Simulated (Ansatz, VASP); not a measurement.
SnO in VASP and in Ansatz

```
Sn O
1.0
     3.76263    0.00000    0.00000
     0.00000    3.76263    0.00000
     0.00000    0.00000    4.64475
Sn O
2 2
Direct
  0.50000 0.00000 0.24701
  0.00000 0.50000 0.75299
  0.00000 0.00000 0.00000
  0.50000 0.50000 0.00000
```

Alike in both runs: functional LDA; k mesh 12 × 12 × 10; occupations fermi-dirac, width 0.15 eV; no spin polarisation.

Ansatz relaxed the structure, and its values are those at the end. VASP's run is a single point on that final structure, the one shown.

|  | VASP | Ansatz |
| --- | --- | --- |
| version | VASP 6.6.1 | Ansatz 0.2.0 |
| potentials or method | VASP PAW LDA potentials, release 64 (Sn_d, O), cutoff 520 eV | scalar-relativistic, plane waves, PAW |
| valence electrons in the cell | 40 | 40 |

```tsv
	VASP	Ansatz	Ansatz less VASP
gap on the k mesh at the Fermi level (eV)	none	none	-
pressure (GPa)	0.3	0.0	-0.35
rms of the force components (eV/Å)	0.047	0.000	-0.0470
```

LDA's correlation is that of Perdew and Zunger in VASP and of Perdew and Wang (1992) in Ansatz. A gap of «none» marks a metal or a gap that the smearing closes.
